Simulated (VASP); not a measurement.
# B5P4 in VASP: a series of runs, part 2 of 2

VASP 6.6.1.

## 3. Single point, PBE

File INCAR:

```
SYSTEM = B5P4
PREC = Accurate
ENCUT = 520
EDIFF = 1E-6
ISMEAR = 0
SIGMA = 0.05
LREAL = .FALSE.
LASPH = .TRUE.
NELM = 100
ALGO = Normal
ISIF = 2
LWAVE = .FALSE.
LCHARG = .TRUE.
LDIPOL = .TRUE.
IDIPOL = 3
DIPOL = 0.5 0.5 0.500
GGA = PE
LELF = .TRUE.
LVHAR = .TRUE.
LVACPOTAV = .TRUE.
NBANDS = 28
```

File KPOINTS:

```
regular mesh
0
G
  8 8 1
  0 0 0
```

File POSCAR:

```
B5P4
1.0
    3.2161364064      0.0000000000      0.0000000000
    0.0000000000      3.2161364064      0.0000000000
    0.0000000000      0.0000000000     24.0966074486
B P
5 4
Direct
    0.5000000000      0.5000000000      0.3184461358
    0.0000000000      0.0000000000      0.4061533651
    0.5000000000      0.5000000000      0.5000000028
    0.0000000000      0.0000000000      0.5938466336
    0.5000000000      0.5000000000      0.6815538630
    0.5000000000      0.0000000000      0.3575983687
    0.0000000000      0.5000000000      0.4526881010
    0.5000000000      0.0000000000      0.5473119005
    0.0000000000      0.5000000000      0.6424016297
```

Potentials or basis: VASP PAW PBE potentials, release 64 (B, P).

The run is started by

```bash
$ cat potpaw_PBE.64/B/POTCAR potpaw_PBE.64/P/POTCAR > POTCAR
$ mpirun -np 1 vasp_std > vasp.out
```

OUTCAR:

```text
SYSTEM = B5P4
   PREC = Accurate
   ENCUT = 520
   EDIFF = 1E-6
   ISMEAR = 0
   LREAL = .FALSE.
   LASPH = .TRUE.
   NELM = 100
   ISIF = 2
   GGA = PE

 ion  position               nearest neighbor table
   1  0.500  0.500  0.318-   6 1.86   6 1.86
   2  0.000  0.000  0.406-   7 1.96   7 1.96   6 1.99   6 1.99
   3  0.500  0.500  0.500-   8 1.97   8 1.97   7 1.97   7 1.97
   4  0.000  0.000  0.594-   8 1.96   8 1.96   9 1.99   9 1.99
   5  0.500  0.500  0.682-   9 1.86   9 1.86
   6  0.500  0.000  0.358-   1 1.86   1 1.86   2 1.99   2 1.99
   7  0.000  0.500  0.453-   2 1.96   2 1.96   3 1.97   3 1.97
   8  0.500  0.000  0.547-   4 1.96   4 1.96   3 1.97   3 1.97
   9  0.000  0.500  0.642-   5 1.86   5 1.86   4 1.99   4 1.99

  LATTYP: Found a simple tetragonal cell.
 ALAT       =     3.2161364064
 C/A-ratio  =     7.4924084068

  Lattice vectors:

 A1 = (   3.2161364064,   0.0000000000,   0.0000000000)
 A2 = (   0.0000000000,   3.2161364064,   0.0000000000)
 A3 = (   0.0000000000,   0.0000000000,  24.0966074486)

Analysis of symmetry for initial positions (statically):
=====================================================================
 Subroutine PRICEL returns:
 Original cell was already a primitive cell.

 Routine SETGRP: Setting up the symmetry group for a
 simple tetragonal supercell.

 Subroutine GETGRP returns: Found  8 space group operations
 (whereof  8 operations were pure point group operations)
 out of a pool of 16 trial point group operations.

The static configuration has the point symmetry D_2d.

Analysis of symmetry for dynamics (positions and initial velocities):
=====================================================================
 Subroutine PRICEL returns:
 Original cell was already a primitive cell.

 Routine SETGRP: Setting up the symmetry group for a
 simple tetragonal supercell.

 Subroutine GETGRP returns: Found  8 space group operations
 (whereof  8 operations were pure point group operations)
 out of a pool of 16 trial point group operations.

The dynamic configuration has the point symmetry D_2d.

 Subroutine INISYM returns: Found  8 space group operations
 (whereof  8 operations are pure point group operations),
 and found     1 'primitive' translations

----------------------------------------------------------------------------------------

                                     Primitive cell

  volume of cell :     249.2441

  direct lattice vectors                    reciprocal lattice vectors
     3.216136406  0.000000000  0.000000000     0.310932085  0.000000000  0.000000000
     0.000000000  3.216136406  0.000000000     0.000000000  0.310932085  0.000000000
     0.000000000  0.000000000 24.096607449     0.000000000  0.000000000  0.041499618

  length of vectors
     3.216136406  3.216136406 24.096607449     0.310932085  0.310932085  0.041499618

  position of ions in fractional coordinates (direct lattice)
     0.500000000  0.500000000  0.318446136
     0.000000000  0.000000000  0.406153365
     0.500000000  0.500000000  0.500000003
     0.000000000  0.000000000  0.593846634
     0.500000000  0.500000000  0.681553863
     0.500000000  0.000000000  0.357598369
[... 59 lines left out ...]
   k-points           NKPTS =     15   k-points in BZ     NKDIM =     15   number of bands    NBANDS=     28
   number of dos      NEDOS =    301   number of ions     NIONS =      9
   total plane-waves  NPLWV = 103680
   dimension x,y,z NGX =    24 NGY =   24 NGZ =  180
   dimension x,y,z NGXF=    48 NGYF=   48 NGZF=  360
   ions per type =               5   4
   NGX,Y,Z   is equivalent  to a cutoff of  12.41, 12.41, 12.42 a.u.
   NGXF,Y,Z  is equivalent  to a cutoff of  24.81, 24.81, 24.84 a.u.
 SYSTEM =  B5P4
   PREC   = accura    normal or accurate (medium, high low for compatibility)
   ISTART =      0    job   : 0-new  1-cont  2-samecut
   ICHARG =      2    charge: 1-file 2-atom 10-const
   ISPIN  =      1    spin polarized calculation?
   LNONCOLLINEAR =      F non collinear calculations
   LSORBIT =      F    spin-orbit coupling
   LASPH  =      T    aspherical Exc in radial PAW
   ENCUT  =  520.0 eV  38.22 Ry    6.18 a.u.   5.98  5.98 44.80*2*pi/ulx,y,z
   NELM   =    100;   NELMIN=  2; NELMDL= -5     # of ELM steps
   EDIFF  = 0.1E-05   stopping-criterion for ELM
   LREAL  =      F    real-space projection
   EDIFFG = 0.1E-04   stopping-criterion for IOM
   NSW    =      0    number of steps for IOM
   IBRION =     -1    ionic relax: 0-MD 1-quasi-New 2-CG
   NFREE  =      0    steps in history (QN), initial steepest desc. (CG)
   ISIF   =      2    stress and relaxation
   ISYM   =      2    0-nonsym 1-usesym 2-fastsym
   POTIM  = 0.5000    time-step for ionic-motion
   TEBEG  =    0.0;   TEEND  =   0.0 temperature during run
   PSTRESS=    0.0 pullay stress
   NELECT =      35.0000    total number of electrons
   NUPDOWN=      -1.0000    fix difference up-down
   EMIN   =  10.00;   EMAX   =-10.00  energy-range for DOS
   EFERMI =   0.00;   METHOD = LEGACY
   ISMEAR =     0;   SIGMA  =   0.05  broadening in eV -4-tet -1-fermi 0-gaus
   EFERMI_NEDOS =   21; number of points for ismear=-14 and -15
   IALGO  =     38    algorithm
   IMIX   =      4    mixing-type and parameters
     AMIX     =   0.40;   BMIX     =  1.00
     AMIX_MAG =   1.60;   BMIX_MAG =  1.00
  volume/ion in A,a.u.               =      27.69       186.89
  Fermi-wavevector in a.u.,A,eV,Ry     =   0.850921  1.608008  9.851523  0.724067
  Thomas-Fermi vector in A             =   1.966974
   LORBIT       =      0    0 simple, 1 ext, 2 COOP (PROOUT), +10 PAW based schemes
   GGA     = PE    functional components
   LHFCALC =     F    Hartree Fock is set to
   AEXX    =    0.0000 exact exchange contribution
   IVDW    =     0    specifies the selected vdW correction
   LEPSILON=     F    determine dielectric tensor
   LRPA    =     F    only Hartree local field effects (RPA)
 non-spin polarized calculation
 Gauss-broadening in eV      SIGMA  =   0.05
  energy-cutoff  :      520.00
  volume of cell :      249.24
 maximum number of plane-waves:      6784
 NGX is ok and might be reduce to    24
   NGX = 11   NGY = 11   NGZ = 89

 number of electron      34.9999992 magnetization

 dipolmoment           0.000000      0.000000     -0.000000 electrons x Angstroem

 Free energy of the ion-electron system (eV)
  ---------------------------------------------------
  ext. energy  EPLUGINS =         0.00000000
  ---------------------------------------------------
  free energy    TOTEN  =       -52.08357091 eV

  energy without entropy =      -52.07292162  energy(sigma->0) =      -52.07824627

 E-fermi :  -0.1228     XC(G=0):  -5.2963

 val. band max:       -0.1439411881   @ k =   0.2500   0.1250   0.0000
 cond. band min:      -0.0932738162   @ k =   0.1250   0.1250   0.0000
 fundamental gap:      0.0506673718
 Fermi energy:        -0.1227847823

 k-point     1 :       0.0000    0.0000    0.0000
  band No.  band energies     occupation
      1     -15.7232      2.00000
      2     -14.9809      2.00000
      3     -13.7832      2.00000
      4     -12.2312      2.00000
      5      -8.5578      2.00000
      6      -6.6511      2.00000
[... 454 lines left out ...]
     27       5.5705      0.00000
     28       5.8632      0.00000

------------------------ aborting loop because EDIFF is reached ----------------------------------------

  FORCE on cell =-STRESS in cart. coord.  units (eV):
  Direction    XX          YY          ZZ          XY          YZ          ZX
  --------------------------------------------------------------------------------------
  -------------------------------------------------------------------------------------
  Total       -1.1151963     -1.1151963     -0.1255770      0.0000000      0.0000000      0.0000000
  in kB       -7.1686448     -7.1686448     -0.8072272      0.0000000      0.0000000      0.0000000
  external PRESSURE =      -5.0481723 kB  Pullay stress =       0.0000000 kB

 VOLUME and BASIS-vectors are now :
 -----------------------------------------------------------------------------
  energy-cutoff  :      520.00
  volume of cell :      249.24
      direct lattice vectors                 reciprocal lattice vectors
     3.216136406  0.000000000  0.000000000     0.310932085  0.000000000  0.000000000
     0.000000000  3.216136406  0.000000000     0.000000000  0.310932085  0.000000000
     0.000000000  0.000000000 24.096607449     0.000000000  0.000000000  0.041499618

 POSITION                                       TOTAL-FORCE (eV/Angst)
 -----------------------------------------------------------------------------------
      1.60807      1.60807      7.67347        -0.000000     -0.000000      0.013165
      0.00000      0.00000      9.78692        -0.000000      0.000000      0.000541
      1.60807      1.60807     12.04830        -0.000000      0.000000      0.000000
      0.00000      0.00000     14.30969        -0.000000      0.000000     -0.000541
      1.60807      1.60807     16.42314         0.000000      0.000000     -0.013165
      1.60807      0.00000      8.61691        -0.000000      0.000000     -0.004853
      0.00000      1.60807     10.90825        -0.000000      0.000000     -0.002034
      1.60807      0.00000     13.18836        -0.000000      0.000000      0.002034
      0.00000      1.60807     15.47970        -0.000000      0.000000      0.004853
 -----------------------------------------------------------------------------------
    total drift:                               -0.000000     -0.000000     -0.000002

  FREE ENERGIE OF THE ION-ELECTRON SYSTEM (eV)
  ---------------------------------------------------
  free  energy   TOTEN  =       -52.0835709132 eV

  energy  without entropy=      -52.0729216218  energy(sigma->0) =      -52.07824627

 vacuum level on the upper side and lower side of the slab         5.388         5.388
```

Wall time 2 min (1 thread of AMD EPYC 7R43 (Zen 3), shared host); peak memory 0.32 GiB.

What came out:

| Property | Result |
| --- | --- |
| Free energy | -52.0836 eV |
| Largest force | 0.013 eV/Å |
| Band gap on the k mesh | zero (an odd number of electrons rules out a gap without spin polarisation) |

Forces in eV/Å, atoms in the order of the input:
```
B    0.000  0.000  0.013
B    0.000  0.000  0.001
B    0.000  0.000  0.000
B    0.000  0.000 -0.001
B    0.000  0.000 -0.013
P    0.000  0.000 -0.005
P    0.000  0.000 -0.002
P    0.000  0.000  0.002
P    0.000  0.000  0.005
```
